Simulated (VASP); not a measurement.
# Bi (R-3m) in VASP: relaxation of cell and atoms with PBEsol

Aim: the relaxation of cell and atoms of Bi with PBEsol.

Program: VASP 6.6.1. These are calculated values, not measurements. Logs are shortened: lines on timing, memory, paths and dates and some standing lists are left out, and cuts for length are marked.

**1. The cell of the first run**

The structure is trigonal, space group R-3m (No. 166). The conventional cell has a = 4.535 Å, b = 4.535 Å, c = 11.814 Å, α = 90.00°, β = 90.00°, γ = 120.00°. Within 4.0 Å of Bi (site symmetry 3m) lie 6 Bi at 3.06 to 3.52 Å.

**2. Relaxation of cell and atoms, PBEsol**

INCAR

```
PREC = Accurate
ENCUT = 600
EDIFF = 1E-6
ISMEAR = 0
SIGMA = 0.1
LREAL = False
LASPH = True
NELM = 60
ALGO = Fast
ISIF = 3
LWAVE = False
LCHARG = False
GGA = PS
IBRION = 2
NSW = 100
EDIFFG = -0.002
```

KPOINTS

```
Automatic mesh
0
Gamma
  12 12 12
```

POSCAR

```
Bi
1.0
    2.2675000000      1.3091417354      3.9380000000
   -2.2675000000      1.3091417354      3.9380000000
    0.0000000000     -2.6182834708      3.9380000000
Bi
2
Direct
    0.2340000000      0.2340000000      0.2340000000
    0.7660000000      0.7660000000      0.7660000000
```

Potentials or basis: VASP PAW PBE potentials, release 64 (Bi_d).

Run with:

```bash
$ cat potpaw_PBE.64/Bi_d/POTCAR > POTCAR
$ mpirun -np 1 vasp_std > vasp.out
```

OUTCAR:

```text
PREC = Accurate
   ENCUT = 600
   EDIFF = 1E-6
   ISMEAR = 0
   LREAL = False
   LASPH = True
   NELM = 60
   ISIF = 3
   GGA = PS
   IBRION = 2
   NSW = 100
   EDIFFG = -0.002

 ion  position               nearest neighbor table
   1  0.234  0.234  0.234-   2 3.06   2 3.06   2 3.06   2 3.52   2 3.52   2 3.52
   2  0.766  0.766  0.766-   1 3.06   1 3.06   1 3.06   1 3.52   1 3.52   1 3.52

  LATTYP: Found a trigonal (rhomboedric) cell.
 ALAT       =     4.7289800521
 COS(alpha) =     0.5401781303

  Lattice vectors:

 A1 = (   2.2675000000,   1.3091417354,   3.9380000000)
 A2 = (  -2.2675000000,   1.3091417354,   3.9380000000)
 A3 = (   0.0000000000,  -2.6182834708,   3.9380000000)

Analysis of symmetry for initial positions (statically):
=====================================================================
 Subroutine PRICEL returns:
 Original cell was already a primitive cell.

 Routine SETGRP: Setting up the symmetry group for a
 trigonal (rhombohedral) supercell.

 Subroutine GETGRP returns: Found 12 space group operations
 (whereof 12 operations were pure point group operations)
 out of a pool of 12 trial point group operations.

The static configuration has the point symmetry D_3d.

Analysis of symmetry for dynamics (positions and initial velocities):
=====================================================================
 Subroutine PRICEL returns:
 Original cell was already a primitive cell.

 Routine SETGRP: Setting up the symmetry group for a
 trigonal (rhombohedral) supercell.

 Subroutine GETGRP returns: Found 12 space group operations
 (whereof 12 operations were pure point group operations)
 out of a pool of 12 trial point group operations.

The dynamic configuration has the point symmetry D_3d.

 Subroutine INISYM returns: Found 12 space group operations
 (whereof 12 operations are pure point group operations),
 and found     1 'primitive' translations

----------------------------------------------------------------------------------------

                                     Primitive cell

  volume of cell :      70.1392

  direct lattice vectors                    reciprocal lattice vectors
     2.267500000  1.309141735  3.938000000     0.220507166  0.127309872  0.084645336
    -2.267500000  1.309141735  3.938000000    -0.220507166  0.127309872  0.084645336
     0.000000000 -2.618283471  3.938000000     0.000000000 -0.254619744  0.084645336

  length of vectors
     4.728980052  4.728980052  4.728980052     0.268320791  0.268320791  0.268320791
[... 101 lines left out ...]
     AMIX_MAG =   1.60;   BMIX_MAG =  1.00
  volume/ion in A,a.u.               =      35.07       236.66
  Fermi-wavevector in a.u.,A,eV,Ry     =   1.233469  2.330919 20.700530  1.521446
  Thomas-Fermi vector in A             =   2.368198
   LORBIT       =      0    0 simple, 1 ext, 2 COOP (PROOUT), +10 PAW based schemes
   GGA     = PS    functional components
   LHFCALC =     F    Hartree Fock is set to
   AEXX    =    0.0000 exact exchange contribution
   IVDW    =     0    specifies the selected vdW correction
   LEPSILON=     F    determine dielectric tensor
   LRPA    =     F    only Hartree local field effects (RPA)
 conjugate gradient relaxation of ions
 non-spin polarized calculation
 RMM-DIIS sequential band-by-band and
 Gauss-broadening in eV      SIGMA  =   0.10
  energy-cutoff  :      600.00
  volume of cell :       70.14
 maximum number of plane-waves:      2367
 NGX is ok and might be reduce to    40
   NGX = 19   NGY = 19   NGZ = 19

--------------------------------------- Ionic step        1  -------------------------------------------

 number of electron      30.0000001 magnetization

 Free energy of the ion-electron system (eV)
  ---------------------------------------------------
  ext. energy  EPLUGINS =         0.00000000
  ---------------------------------------------------
  free energy    TOTEN  =        -8.60054602 eV

  energy without entropy =       -8.59939165  energy(sigma->0) =       -8.59996883

------------------------ aborting loop because EDIFF is reached ----------------------------------------

  FORCE on cell =-STRESS in cart. coord.  units (eV):
  Direction    XX          YY          ZZ          XY          YZ          ZX
  --------------------------------------------------------------------------------------
  -------------------------------------------------------------------------------------
  Total       -0.1260770     -0.1260770     -0.0774034      0.0000000      0.0000000      0.0000000
  in kB       -2.8799543     -2.8799543     -1.7681107      0.0000000      0.0000000      0.0000000
  external PRESSURE =      -2.5093398 kB  Pullay stress =       0.0000000 kB
[... 89 lines left out ...]
  FREE ENERGIE OF THE ION-ELECTRON SYSTEM (eV)
  ---------------------------------------------------
  free  energy   TOTEN  =        -8.6046798812 eV

  energy  without entropy=       -8.6033941069  energy(sigma->0) =       -8.60403699

[... ionic steps 4 to 29 ...]

--------------------------------------- Ionic step       30  -------------------------------------------

 number of electron      30.0000002 magnetization

------------------------ aborting loop because EDIFF is reached ----------------------------------------
[... 67 lines left out ...]
--------------------------------------- Ionic step       32  -------------------------------------------

 number of electron      30.0000002 magnetization

 Free energy of the ion-electron system (eV)
  ---------------------------------------------------
  ext. energy  EPLUGINS =         0.00000000
  ---------------------------------------------------
  free energy    TOTEN  =        -8.60662426 eV

  energy without entropy =       -8.60540255  energy(sigma->0) =       -8.60601340

 E-fermi :   6.4077     XC(G=0):  -9.8130

 val. band max:        6.3993580687   @ k =   0.4167   0.0833   0.0833
 cond. band min:       6.4774132985   @ k =   0.4167   0.0000  -0.0000
 fundamental gap:      0.0780552299
 Fermi energy:         6.4077334434

 k-point     1 :       0.0000    0.0000    0.0000
  band No.  band energies     occupation
      1     -16.4619      2.00000
      2     -16.4619      2.00000
      3     -16.3042      2.00000
      4     -16.3042      2.00000
      5     -16.2937      2.00000
      6     -16.1118      2.00000
[... 505 lines left out ...]
      6     -16.2006      2.00000
[... 11 lines left out ...]
     18       9.7027      0.00000
     19      13.2207      0.00000

 [... further k-points ...]
[... 5 lines left out ...]
  --------------------------------------------------------------------------------------
  -------------------------------------------------------------------------------------
  Total        0.0035804      0.0035804     -0.0013937      0.0000000      0.0000000      0.0000000
  in kB        0.0833624      0.0833624     -0.0324498      0.0000000      0.0000000      0.0000000
  external PRESSURE =       0.0447583 kB  Pullay stress =       0.0000000 kB
[... 17 lines left out ...]
  FREE ENERGIE OF THE ION-ELECTRON SYSTEM (eV)
  ---------------------------------------------------
  free  energy   TOTEN  =        -8.6066242558 eV

  energy  without entropy=       -8.6054025505  energy(sigma->0) =       -8.60601340

 reached required accuracy - stopping structural energy minimisation
```

OSZICAR:

```text
N       E                     dE             d eps       ncg     rms          rms(c)
DAV:   1     0.304189444285E+03    0.30419E+03   -0.17928E+04  7182   0.209E+03
DAV:   2     0.162493903434E+02   -0.28794E+03   -0.28323E+03  7203   0.479E+02
DAV:   3    -0.771681554858E+01   -0.23966E+02   -0.23555E+02  8359   0.160E+02
[... 185 lines left out ...]
RMM:   2    -0.860662405634E+01    0.12212E-06   -0.34262E-07  3654   0.763E-03
  31 F= -.86066241E+01 E0= -.86060128E+01  d E =-.373088E-06
       N       E                     dE             d eps       ncg     rms          rms(c)
DAV:   1    -0.860662631933E+01   -0.21409E-05   -0.77591E-05  7869   0.998E-02    0.743E-03
RMM:   2    -0.860662493990E+01    0.13794E-05   -0.26597E-06  4040   0.219E-02    0.396E-03
RMM:   3    -0.860662425583E+01    0.68407E-06   -0.90324E-07  3846   0.113E-02
  32 F= -.86066243E+01 E0= -.86060134E+01  d E =-.572579E-06
```

CONTCAR:

```text
Bi
   1.00000000000000
     2.2623827092717810    1.3061872662204517    3.8810550085312441
    -2.2623827092717810    1.3061872662204517    3.8810550085312441
    -0.0000000000000000   -2.6123745324409033    3.8810550085312441
  Bi
     2
Direct
     0.2367952794336721    0.2367952794336721    0.2367952794336721
     0.7632047205663276    0.7632047205663276    0.7632047205663276

  0.00000000E+00  0.00000000E+00  0.00000000E+00
  0.00000000E+00  0.00000000E+00  0.00000000E+00
```

It took 58 min on 1 thread of Oxide Virtual Turin-like, shared host; peak memory 0.41 GiB.

Results:

```
Free energy                           : -8.6066 eV
Relaxed volume                        : 34.41 Å³/atom
Relaxed cell                          : a = 4.678 Å, b = 4.678 Å, c = 4.678 Å, α = 57.84°, β = 57.84°, γ = 57.84°
Space group after relaxing (to 0.1 Å) : R-3m (No. 166)
Energy gained by relaxing             : 3.0 meV/atom
Ionic steps                           : 32
Pressure after relaxing               : 0.0 GPa
Band gap on the k mesh                : zero (bands 15 and 16 overlap by 0.21 eV)
```

The path:
| step | energy change (eV) | largest force (eV/Å) | pressure (GPa) | volume (Å³) |
| --- | --- | --- | --- | --- |
| 1 | 0.0000 | 0.1606 | -0.25 | 70.14 |
| 2 | -0.0027 | 0.1278 | -0.02 | 69.58 |
| 3 | -0.0041 | 0.0793 | 0.32 | 68.67 |
| 4 | -0.0054 | 0.0246 | -0.09 | 69.05 |
| 5 | -0.0054 | 0.0076 | -0.05 | 69.01 |
| 6 | -0.0058 | 0.0112 | -0.02 | 68.94 |
| 7 | -0.0060 | 0.0084 | 0.00 | 68.90 |
| 8 | -0.0061 | 0.0025 | -0.01 | 68.82 |
| 9 | -0.0061 | 0.0032 | 0.01 | 68.83 |
| 10 | -0.0061 | 0.0021 | 0.01 | 68.83 |
| 11 | -0.0061 | 0.0071 | -0.01 | 68.86 |
| 12 | -0.0061 | 0.0000 | -0.02 | 68.84 |
| 13 | -0.0061 | 0.0024 | -0.01 | 68.84 |
| 14 | -0.0061 | 0.0007 | -0.02 | 68.83 |
| 15 | -0.0061 | 0.0002 | -0.02 | 68.83 |
| 16 | -0.0061 | 0.0036 | -0.01 | 68.83 |
| 17 | -0.0061 | 0.0044 | -0.02 | 68.84 |
| 18 | -0.0061 | 0.0009 | -0.02 | 68.83 |
| 19 | -0.0061 | 0.0002 | -0.01 | 68.83 |
| 20 | -0.0061 | 0.0009 | -0.01 | 68.83 |
| 21 | -0.0061 | 0.0019 | -0.01 | 68.83 |
| 22 | -0.0061 | 0.0004 | 0.00 | 68.83 |
| 23 | -0.0061 | 0.0006 | -0.02 | 68.83 |
| 24 | -0.0061 | 0.0035 | 0.00 | 68.82 |
| 25 | -0.0061 | 0.0010 | 0.00 | 68.82 |
| 26 | -0.0061 | 0.0000 | -0.02 | 68.82 |
| 27 | -0.0061 | 0.0001 | 0.01 | 68.82 |
| 28 | -0.0061 | 0.0000 | 0.00 | 68.81 |
| 29 | -0.0061 | 0.0000 | -0.01 | 68.81 |
| 30 | -0.0061 | 0.0003 | 0.01 | 68.81 |
| 31 | -0.0061 | 0.0001 | 0.02 | 68.81 |
| 32 | -0.0061 | 0.0004 | 0.00 | 68.81 |

Final structure:
```cif
data_structure
_symmetry_space_group_name_H-M 'P 1'
_symmetry_Int_Tables_number 1
_cell_length_a 4.6784
_cell_length_b 4.6784
_cell_length_c 4.6784
_cell_angle_alpha 57.840
_cell_angle_beta 57.840
_cell_angle_gamma 57.840
_cell_volume 68.81
loop_
_atom_site_label
_atom_site_type_symbol
_atom_site_fract_x
_atom_site_fract_y
_atom_site_fract_z
_atom_site_occupancy
Bi1 Bi 0.23680 0.23680 0.23680 1
Bi2 Bi 0.76320 0.76320 0.76320 1
```

Caveat: the PAW data sets were made with another functional, which shifts forces and pressure a little; spin-orbit coupling is left out, which moves the levels of the heavy elements.

The gap in the log of VASP goes by the Fermi energy; the results here count the filled bands.